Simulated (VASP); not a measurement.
The system is ZnO.

```
Zn O
1.0
     3.31500    0.00000    0.00000
    -1.65750    2.87087    0.00000
     0.00000    0.00000    5.31420
Zn O
2 2
Cartesian
  0.0000 1.9139 0.0000
  1.6575 0.9570 2.6571
  0.0000 1.9139 2.0300
  1.6575 0.9570 4.6871
```

| Property | Result |
| --- | --- |
| Program | VASP 6.6.1 |
| Task | relaxation of cell and atoms |
| Functional | r2SCAN |
| Potentials or basis | VASP PAW PBE potentials, release 64 (Zn, O) |
| Cutoff | 600 eV |
| k mesh | 4 × 4 × 3 |
| Occupations | fermi-dirac, width 0.1 eV |
| Spin | no spin polarisation |

At the start: pressure -8.2 GPa; volume 12.64 Å³/atom.

Question: How do energy, volume and symmetry change on relaxing?

Answer: Over 9 steps the energy falls by 22.0 meV/atom and the volume is 11.87 Å³/atom (-6.2 %); space group P6_3mc (No. 186, to 0.05 Å).

Step by step:
```tsv
step	energy change (eV)	largest force (eV/Å)	pressure (GPa)	volume (Å³)
1	0.0000	0.0539	-8.22	50.57
2	-0.0661	0.0031	5.05	45.97
3	-0.0877	0.0239	0.16	47.40
4	-0.0877	0.0248	-0.02	47.46
5	-0.0878	0.0125	0.00	47.46
6	-0.0879	0.0036	-0.01	47.47
7	-0.0879	0.0040	0.00	47.47
8	-0.0880	0.0032	0.00	47.47
9	-0.0881	0.0026	0.01	47.46
```

Final structure:
```xyz
4
Lattice="3.2376 0.0000 0.0000 -1.6188 2.8038 0.0000 0.0000 0.0000 5.2286" Properties=species:S:1:pos:R:3 pbc="T T T"
Zn    0.0000    1.8692    0.0095
Zn    1.6188    0.9346    2.6238
O     0.0000    1.8692    1.9878
O     1.6188    0.9346    4.6022
```

Caveat: the k points lie up to 0.56 Å⁻¹ apart in the final cell; the PAW data sets were made with another functional, which shifts forces and pressure a little.
